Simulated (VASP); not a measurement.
# BN (Qingsongite) (F-43m) in VASP: a series of runs

Runs on BN (Qingsongite). Level: PBE. Tasks: single point, relaxation of cell and atoms.

Program: VASP 6.6.1. These are calculated values, not measurements. Logs are shortened: lines on timing, memory, paths and dates and some standing lists are left out, and cuts for length are marked.

**1. The cell of the first run**

The structure is cubic, space group F-43m (No. 216). Conventional cell: a = 3.594 Å, b = 3.594 Å, c = 3.594 Å, α = 90.00°, β = 90.00°, γ = 90.00°. Within 2.1 Å of B (site symmetry -43m) lie 4 N at 1.56 Å. N (site symmetry -43m) has 4 B at 1.56 Å within 2.1 Å.

**2. Single point, PBE**

INCAR

```
ALGO     = Normal         # electronic algorithm
EDIFF    = 1E-6           # SCF threshold, eV
ENCUT    = 600            # plane-wave cutoff, eV
GGA      = PE             # functional
GGA_COMPAT= False        
ISIF     = 2              # what is computed and relaxed
ISMEAR   = 1              # smearing method
LASPH    = True           # aspherical terms in the spheres
LCHARG   = False          # write CHGCAR
LREAL    = False          # projectors in reciprocal space
LWAVE    = False          # write WAVECAR
NBANDS   = 11             # bands
NELM     = 120            # most SCF steps
PREC     = Accurate       # precision mode
SIGMA    = 0.05           # smearing width, eV
```

KPOINTS

```
k-points
0
Gamma
  10 10 10
```

POSCAR

```
BN
1.0
    0.0000000000      1.7969102477      1.7969102477
    1.7969102477      0.0000000000      1.7969102477
    1.7969102477      1.7969102477      0.0000000000
B N
1 1
Direct
    0.0000000000      0.0000000000      0.0000000000
    0.2500000000      0.2500000000      0.2500000000
```

Potentials or basis: VASP PAW PBE potentials, release 64 (B, N).

Launch:

```sh
cat potpaw_PBE.64/B/POTCAR potpaw_PBE.64/N/POTCAR > POTCAR
mpirun -np 1 vasp_std > vasp.out
```

OUTCAR:

```text
EDIFF = 1E-6
   ENCUT = 600
   GGA = PE
   ISIF = 2
   ISMEAR = 1
   LASPH = True
   LREAL = False
   NELM = 120
   PREC = Accurate

 ion  position               nearest neighbor table
   1  0.000  0.000  0.000-   2 1.56   2 1.56   2 1.56   2 1.56
   2  0.250  0.250  0.250-   1 1.56   1 1.56   1 1.56   1 1.56

  LATTYP: Found a face centered cubic cell.
 ALAT       =     3.5938204954

  Lattice vectors:

 A1 = (   0.0000000000,   1.7969102477,   1.7969102477)
 A2 = (   1.7969102477,   0.0000000000,   1.7969102477)
 A3 = (   1.7969102477,   1.7969102477,   0.0000000000)

Analysis of symmetry for initial positions (statically):
=====================================================================
 Subroutine PRICEL returns:
 Original cell was already a primitive cell.

 Routine SETGRP: Setting up the symmetry group for a
 face centered cubic supercell.

 Subroutine GETGRP returns: Found 24 space group operations
 (whereof 24 operations were pure point group operations)
 out of a pool of 48 trial point group operations.

The static configuration has the point symmetry T_d .

Analysis of symmetry for dynamics (positions and initial velocities):
=====================================================================
 Subroutine PRICEL returns:
 Original cell was already a primitive cell.

 Routine SETGRP: Setting up the symmetry group for a
 face centered cubic supercell.

 Subroutine GETGRP returns: Found 24 space group operations
 (whereof 24 operations were pure point group operations)
 out of a pool of 48 trial point group operations.

The dynamic configuration has the point symmetry T_d .

 Subroutine INISYM returns: Found 24 space group operations
 (whereof 24 operations are pure point group operations),
 and found     1 'primitive' translations

----------------------------------------------------------------------------------------

                                     Primitive cell

  volume of cell :      11.6040

  direct lattice vectors                    reciprocal lattice vectors
     0.000000000  1.796910248  1.796910248    -0.278255411  0.278255411  0.278255411
     1.796910248  0.000000000  1.796910248     0.278255411 -0.278255411  0.278255411
     1.796910248  1.796910248  0.000000000     0.278255411  0.278255411 -0.278255411

  length of vectors
     2.541214843  2.541214843  2.541214843     0.481952510  0.481952510  0.481952510

  position of ions in fractional coordinates (direct lattice)
     0.000000000  0.000000000  0.000000000
     0.250000000  0.250000000  0.250000000

  ion indices of the primitive-cell ions
   primitive index   ion index
                 1           1
                 2           2

----------------------------------------------------------------------------------------

 KPOINTS: k-points

Automatic generation of k-mesh.
 Grid dimensions read from file:
 generate k-points for:   10   10   10

 Generating k-lattice:

  Cartesian coordinates                     Fractional coordinates (reciprocal lattice)
    -0.027825541  0.027825541  0.027825541     0.100000000  0.000000000  0.000000000
     0.027825541 -0.027825541  0.027825541     0.000000000  0.100000000  0.000000000
     0.027825541  0.027825541 -0.027825541     0.000000000  0.000000000  0.100000000

  Length of vectors
     0.048195251  0.048195251  0.048195251

  Shift w.r.t. Gamma in fractional coordinates (k-lattice)
     0.000000000  0.000000000  0.000000000

 Subroutine IBZKPT returns following result:
 ===========================================

 Found     47 irreducible k-points:

 Following reciprocal coordinates:
            Coordinates               Weight
  0.000000  0.000000  0.000000      1.000000
  0.100000  0.000000  0.000000      8.000000
  0.200000  0.000000  0.000000      8.000000
  0.300000  0.000000  0.000000      8.000000
  0.400000  0.000000  0.000000      8.000000
  0.500000  0.000000  0.000000      4.000000
[... 16 lines left out ...]
  0.300000  0.300000  0.000000      6.000000
  0.400000  0.300000  0.000000     24.000000
 [... further k-points ...]
   k-points           NKPTS =     47   k-points in BZ     NKDIM =     47   number of bands    NBANDS=     11
   number of dos      NEDOS =    301   number of ions     NIONS =      2
   total plane-waves  NPLWV =   8000
   dimension x,y,z NGX =    20 NGY =   20 NGZ =   20
   dimension x,y,z NGXF=    40 NGYF=   40 NGZF=   40
   ions per type =               1   1
   NGX,Y,Z   is equivalent  to a cutoff of  13.08, 13.08, 13.08 a.u.
   NGXF,Y,Z  is equivalent  to a cutoff of  26.17, 26.17, 26.17 a.u.
 SYSTEM =  unknown system
   PREC   = accura    normal or accurate (medium, high low for compatibility)
   ISTART =      0    job   : 0-new  1-cont  2-samecut
   ICHARG =      2    charge: 1-file 2-atom 10-const
   ISPIN  =      1    spin polarized calculation?
   LNONCOLLINEAR =      F non collinear calculations
   LSORBIT =      F    spin-orbit coupling
   LASPH  =      T    aspherical Exc in radial PAW
   ENCUT  =  600.0 eV  44.10 Ry    6.64 a.u.   5.08  5.08  5.08*2*pi/ulx,y,z
   NELM   =    120;   NELMIN=  2; NELMDL= -5     # of ELM steps
   EDIFF  = 0.1E-05   stopping-criterion for ELM
   LREAL  =      F    real-space projection
   EDIFFG = 0.1E-04   stopping-criterion for IOM
   NSW    =      0    number of steps for IOM
   IBRION =     -1    ionic relax: 0-MD 1-quasi-New 2-CG
   NFREE  =      0    steps in history (QN), initial steepest desc. (CG)
   ISIF   =      2    stress and relaxation
   ISYM   =      2    0-nonsym 1-usesym 2-fastsym
   POTIM  = 0.5000    time-step for ionic-motion
   TEBEG  =    0.0;   TEEND  =   0.0 temperature during run
   PSTRESS=    0.0 pullay stress
   NELECT =       8.0000    total number of electrons
   NUPDOWN=      -1.0000    fix difference up-down
   EMIN   =  10.00;   EMAX   =-10.00  energy-range for DOS
   EFERMI =   0.00;   METHOD = LEGACY
   ISMEAR =     1;   SIGMA  =   0.05  broadening in eV -4-tet -1-fermi 0-gaus
   EFERMI_NEDOS =   21; number of points for ismear=-14 and -15
   IALGO  =     38    algorithm
   IMIX   =      4    mixing-type and parameters
     AMIX     =   0.40;   BMIX     =  1.00
     AMIX_MAG =   1.60;   BMIX_MAG =  1.00
  volume/ion in A,a.u.               =       5.80        39.15
  Fermi-wavevector in a.u.,A,eV,Ry     =   1.446222  2.732964 28.457394  2.091559
  Thomas-Fermi vector in A             =   2.564315
   LORBIT       =      0    0 simple, 1 ext, 2 COOP (PROOUT), +10 PAW based schemes
   GGA     = PE    functional components
   LHFCALC =     F    Hartree Fock is set to
   AEXX    =    0.0000 exact exchange contribution
   IVDW    =     0    specifies the selected vdW correction
   LEPSILON=     F    determine dielectric tensor
   LRPA    =     F    only Hartree local field effects (RPA)
 non-spin polarized calculation
 Methfessel and Paxton  Order N= 1 SIGMA  =   0.05
  energy-cutoff  :      600.00
  volume of cell :       11.60
 maximum number of plane-waves:       396
   NGX = 11   NGY = 11   NGZ = 11

 number of electron       7.9999998 magnetization

 Free energy of the ion-electron system (eV)
  ---------------------------------------------------
  ext. energy  EPLUGINS =         0.00000000
  ---------------------------------------------------
  free energy    TOTEN  =       -17.44444067 eV

  energy without entropy =      -17.44444937  energy(sigma->0) =      -17.44444357

 E-fermi :   7.6635     XC(G=0): -12.9095

 val. band max:        7.6214317589   @ k =   0.0000   0.0000   0.0000
 cond. band min:      12.0991102429   @ k =   0.5000   0.5000   0.0000
 fundamental gap:      4.4776784840
 Fermi energy:         7.6635254013

 k-point     1 :       0.0000    0.0000    0.0000
  band No.  band energies     occupation
      1     -12.8113      2.00000
      2       7.6214      2.00000
      3       7.6214      2.00000
      4       7.6214      2.00000
      5      16.5252      0.00000
      6      16.5252      0.00000
      7      16.5252      0.00000
      8      18.2596      0.00000
      9      32.7068      0.00000
     10      35.6040      0.00000
     11      35.6040      0.00000

 k-point     2 :       0.1000    0.0000    0.0000
  band No.  band energies     occupation
      1     -12.5648      2.00000
      2       6.3365      2.00000
      3       7.3624      2.00000
      4       7.3624      2.00000
      5      16.8335      0.00000
      6      16.9169      0.00000
      7      16.9169      0.00000
      8      19.0326      0.00000
      9      32.3589      0.00000
     10      32.9665      0.00000
     11      32.9665      0.00000

 k-point     3 :       0.2000    0.0000    0.0000
  band No.  band energies     occupation
      1     -11.8388      2.00000
      2       3.5862      2.00000
      3       6.7810      2.00000
      4       6.7810      2.00000
      5      17.2556      0.00000
      6      17.7251      0.00000
      7      17.7251      0.00000
      8      20.6703      0.00000
      9      31.4767      0.00000
     10      31.4767      0.00000
     11      31.5985      0.00000

 k-point     4 :       0.3000    0.0000    0.0000
  band No.  band energies     occupation
      1     -10.6897      2.00000
      2       0.5881      2.00000
      3       6.1933      2.00000
      4       6.1933      2.00000
      5      17.6343      0.00000
      6      18.2950      0.00000
      7      18.2950      0.00000
      8      22.0421      0.00000
      9      31.1232      0.00000
     10      31.7487      0.00000
     11      31.7487      0.00000

 k-point     5 :       0.4000    0.0000    0.0000
  band No.  band energies     occupation
      1      -9.3159      2.00000
      2      -2.0053      2.00000
      3       5.7892      2.00000
      4       5.7892      2.00000
      5      17.9033      0.00000
      6      18.4344      0.00000
      7      18.4344      0.00000
      8      22.8175      0.00000
      9      31.1674      0.00000
     10      33.4665      0.00000
     11      33.4665      0.00000
[... 211 lines left out ...]
 k-point    21 :      -0.3000    0.2000    0.0000
  band No.  band energies     occupation
      1      -9.0430      2.00000
      2      -0.6388      2.00000
      3       2.5736      2.00000
      4       5.5054      2.00000
      5      17.5111      0.00000
      6      19.7575      0.00000
      7      20.2778      0.00000
      8      22.6755      0.00000
      9      29.4596      0.00000
     10      30.2124      0.00000
     11      34.7429      0.00000

 k-point    22 :      -0.2000    0.2000    0.0000
  band No.  band energies     occupation
      1     -10.3098      2.00000
      2       1.3847      2.00000
      3       3.2831      2.00000
      4       6.3023      2.00000
      5      18.3157      0.00000
      6      18.7082      0.00000
      7      19.2785      0.00000
      8      21.5848      0.00000
      9      29.0653      0.00000
     10      30.1949      0.00000
     11      34.7674      0.00000

 k-point    23 :       0.3000    0.3000    0.0000
  band No.  band energies     occupation
      1      -9.9988      2.00000
      2       2.3592      2.00000
      3       3.8905      2.00000
      4       3.8905      2.00000
      5      13.8158      0.00000
      6      18.5311      0.00000
      7      22.5528      0.00000
      8      22.5528      0.00000
      9      26.6364      0.00000
     10      35.3794      0.00000
     11      39.7515      0.00000

 k-point    24 :       0.4000    0.3000    0.0000
  band No.  band energies     occupation
      1      -8.9750      2.00000
      2       0.7749      2.00000
      3       3.0324      2.00000
      4       3.4748      2.00000
      5      13.7704      0.00000
      6      18.3739      0.00000
      7      23.3307      0.00000
      8      23.4124      0.00000
      9      27.5993      0.00000
     10      35.0773      0.00000
     11      39.7035      0.00000

 [... further k-points ...]
[... 5 lines left out ...]
  --------------------------------------------------------------------------------------
  -------------------------------------------------------------------------------------
  Total        0.7266702      0.7266702      0.7266702      0.0000000      0.0000000      0.0000000
  in kB      100.3318382    100.3318382    100.3318382      0.0000000      0.0000000      0.0000000
  external PRESSURE =     100.3318382 kB  Pullay stress =       0.0000000 kB

 VOLUME and BASIS-vectors are now :
 -----------------------------------------------------------------------------
  energy-cutoff  :      600.00
  volume of cell :       11.60
      direct lattice vectors                 reciprocal lattice vectors
     0.000000000  1.796910248  1.796910248    -0.278255411  0.278255411  0.278255411
     1.796910248  0.000000000  1.796910248     0.278255411 -0.278255411  0.278255411
     1.796910248  1.796910248  0.000000000     0.278255411  0.278255411 -0.278255411

 POSITION                                       TOTAL-FORCE (eV/Angst)
 -----------------------------------------------------------------------------------
      0.00000      0.00000      0.00000         0.000000      0.000000      0.000000
      0.89846      0.89846      0.89846        -0.000000     -0.000000     -0.000000
 -----------------------------------------------------------------------------------
    total drift:                                0.000000      0.000000      0.000000

  FREE ENERGIE OF THE ION-ELECTRON SYSTEM (eV)
  ---------------------------------------------------
  free  energy   TOTEN  =       -17.4444406730 eV

  energy  without entropy=      -17.4444493699  energy(sigma->0) =      -17.44444357
```

Run time: 3.6 s. Hardware: 1 thread of Intel Xeon 6975P-C (Granite Rapids), shared host; peak memory 0.12 GiB.

What came out:

| Quantity | Value |
| --- | --- |
| Free energy | -17.4444 eV |
| Pressure | 10.0 GPa |
| Band gap on the k mesh | 4.48 eV, indirect (least direct gap 8.90 eV) |

(Part 1 of 3 ends here.)
